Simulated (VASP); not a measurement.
Set up this calculation in VASP 6.6.1, as the native input.

```
Task                   : single point
Functional             : PBEsol
Potentials or basis    : VASP PAW PBE potentials, release 64 (Ag)
Cutoff                 : 520 eV
k mesh                 : 22 × 22 × 22
Occupations            : gaussian, width 0.15 eV
Spin                   : no spin polarisation
Dipole correction      : no
Further INCAR settings : ALGO = Fast; EDIFF = 1e-07; NBANDS = 12
```

The structure of Ag lies in POSCAR:

```
Ag
1.0
   -1.8585023365      1.8585023365      1.3139611519
    1.8585023365     -1.8585023365      1.3139611519
    1.8585023365      1.8585023365     -1.3139611519
Ag
1
Direct
    0.0000000000      0.0000000000      0.0000000000
```

This cell differs from its parent crystal: ratio of the length along z to the lengths across it x 0.707, volume and fractional coordinates fixed.

One way to write it, as run:

INCAR

```
ALGO = Fast ; EDIFF = 1E-7
ENCUT = 520 ; GGA = PS
ISIF = 2 ; ISMEAR = 0
LASPH = T ; LCHARG = F
LREAL = F ; LWAVE = F
NBANDS = 12 ; NELM = 80
PREC = Accurate ; SIGMA = 0.15
```

KPOINTS

```
k-points
0
Gamma
  22 22 22
```

Potentials or basis: VASP PAW PBE potentials, release 64 (Ag).

Launch:

```bash
$ cat potpaw_PBE.64/Ag/POTCAR > POTCAR
$ mpirun -np 1 vasp_std > vasp.out
```

It gave:

```
Pressure               : -2.6 GPa
Band gap on the k mesh : zero (an odd number of electrons rules out a gap without spin polarisation)
```

Caveat: the PAW data sets were made with another functional, which shifts forces and pressure a little.

Wall time 100 s on 1 thread of AMD EPYC 9R45 96-Core Processor (Zen 5) (shared host), peak memory 0.25 GiB.
